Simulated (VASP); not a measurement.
Write the native input for VASP 6.6.1 that does the following.

- Task: single point
- Functional: HSE06
- Potentials or basis: VASP PAW PBE potentials, release 64 (Al, N)
- Cutoff: 520 eV
- k mesh: 1 × 1 × 2, shifted
- Occupations: fermi-dirac, width 0.01 eV
- Spin: no spin polarisation
- Dipole correction: no
- Grid for exact exchange (PRECFOCK): Fast
- Further INCAR settings: LREAL = Auto; ALGO = Normal; EDIFF = 1e-06; NBANDS = 46; ISYM = -1
- Share of exact exchange: 0.25
- Screening parameter: 0.2079 1/Å

Crystal: AlN.

```xyz
16
Lattice="6.2595 0.0000 0.0000 -3.1298 5.4209 0.0000 0.0000 0.0000 5.0174" Properties=species:S:1:pos:R:3 pbc="T T T"
Al    1.5669    0.9024    2.5088
Al    0.0020    3.6128    2.5088
Al    4.6966    0.9024    2.5088
Al    3.1318    3.6128    2.5088
Al   -0.0019    1.8082    0.0001
Al   -1.5668    4.5186    0.0001
Al    3.1278    1.8082    0.0001
Al    1.5629    4.5186    0.0001
N     1.5521    0.9108    4.4152
N     0.0128    1.7995    1.9065
N    -0.0128    3.6213    4.4152
N    -1.5521    4.5100    1.9065
N     4.6818    0.9108    4.4152
N     3.1425    1.7995    1.9065
N     3.1169    3.6213    4.4152
N     1.5776    4.5100    1.9065
```

The input as run:

POSCAR

```
AlN
1.0
    6.2595139092      0.0000000618      0.0000000000
   -3.1297570081      5.4208980298      0.0000000000
    0.0000000000      0.0000000000      5.0174032950
Al N
8 8
Direct
    0.3335524029      0.1664661886      0.5000247806
    0.3335524029      0.6664661886      0.5000247806
    0.8335524029      0.1664661886      0.5000247806
    0.8335524029      0.6664661886      0.5000247806
    0.1664661886      0.3335524029      0.0000247806
    0.1664661886      0.8335524029      0.0000247806
    0.6664661886      0.3335524029      0.0000247806
    0.6664661886      0.8335524029      0.0000247806
    0.3319615438      0.1680198647      0.8799752194
    0.1680198647      0.3319615438      0.3799752194
    0.3319615438      0.6680198647      0.8799752194
    0.1680198647      0.8319615438      0.3799752194
    0.8319615438      0.1680198647      0.8799752194
    0.6680198647      0.3319615438      0.3799752194
    0.8319615438      0.6680198647      0.8799752194
    0.6680198647      0.8319615438      0.3799752194
```

INCAR.step1

```
  ALGO = Normal
  EDIFF = 1E-5
  ENCUT = 520
  GGA = PE
  GGA_COMPAT = False
  ISIF = 2
  ISMEAR = -1
  ISYM = -1
  LASPH = True
  LREAL = Auto
  LWAVE = True
  NBANDS = 46
  NELM = 120
  PREC = Accurate
  SIGMA = 0.01
```

INCAR.step2

```
  ALGO = Normal
  EDIFF = 1E-6
  ENCUT = 520
  GGA = PE
  GGA_COMPAT = False
  HFSCREEN = 0.2079
  ISIF = 2
  ISMEAR = -1
  ISTART = 1
  ISYM = -1
  LASPH = True
  LCHARG = True
  LELF = True
  LHFCALC = True
  LREAL = Auto
  LVHAR = True
  LWAVE = False
  NBANDS = 46
  NELM = 120
  PREC = Accurate
  PRECFOCK = Fast
  SIGMA = 0.01
```

KPOINTS

```
explicit points
2
Reciprocal
  0.25000000   0.25000000   0.12500000 1
  0.25000000   0.25000000   0.62500000 1
```

Potentials or basis: VASP PAW PBE potentials, release 64 (Al, N).

Command:

```sh
$ cat potpaw_PBE.64/Al/POTCAR potpaw_PBE.64/N/POTCAR > POTCAR
$ cp INCAR.step1 INCAR
$ mpirun -np 1 vasp_std > vasp.out
$ cp INCAR.step2 INCAR
$ mpirun -np 1 vasp_std > vasp.out
```

Results of the run:

| Quantity | Value |
| --- | --- |
| Pressure | -6.2 GPa |
| Largest force | 0.027 eV/Å |
| Band gap on the k mesh | 7.19 eV |

Caveat: the stress differs along the axes, from -10 to -3 GPa; the PAW data sets were made with another functional, which shifts forces and pressure a little; a shifted mesh leaves out Γ, where band edges can lie.

It took 110 s on 1 thread of Intel(R) Xeon(R) Platinum 8488C (Sapphire Rapids), on a shared host, peak memory 0.38 GiB.
